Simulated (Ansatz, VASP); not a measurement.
## BRu3: VASP beside Ansatz

```
CELL_PARAMETERS angstrom
4.64540 0.00000 0.00000
0.00000 4.64540 0.00000
0.00000 0.00000 4.64540
ATOMIC_POSITIONS crystal
B 0.00000 0.00000 0.00000
B 0.50000 0.50000 0.50000
Ru 0.25000 0.00000 0.50000
Ru 0.50000 0.75000 0.00000
Ru 0.75000 0.00000 0.50000
Ru 0.50000 0.25000 0.00000
Ru 0.00000 0.50000 0.75000
Ru 0.00000 0.50000 0.25000
```

Alike in both runs: task single point; functional PBE; k mesh 8 × 8 × 8; occupations gaussian, width 0.1 eV; no spin polarisation.

```csv
,VASP,Ansatz
version,VASP 6.6.1,Ansatz 0.2.0
potentials or method,"VASP PAW PBE potentials, release 64 (B, Ru_pv), cutoff 500 eV","scalar-relativistic, plane waves, PAW"
valence electrons in the cell,90,102
```

```tsv
	VASP	Ansatz	Ansatz less VASP
gap on the k mesh at the Fermi level (eV)	none	none	-
pressure (GPa)	0.1	0.0	-0.15
```

A gap of «none» marks a metal or a gap that the smearing closes. VASP's potentials hold 90 valence electrons a cell and Ansatz's 102, so a difference there can come from the potentials and not from the codes.
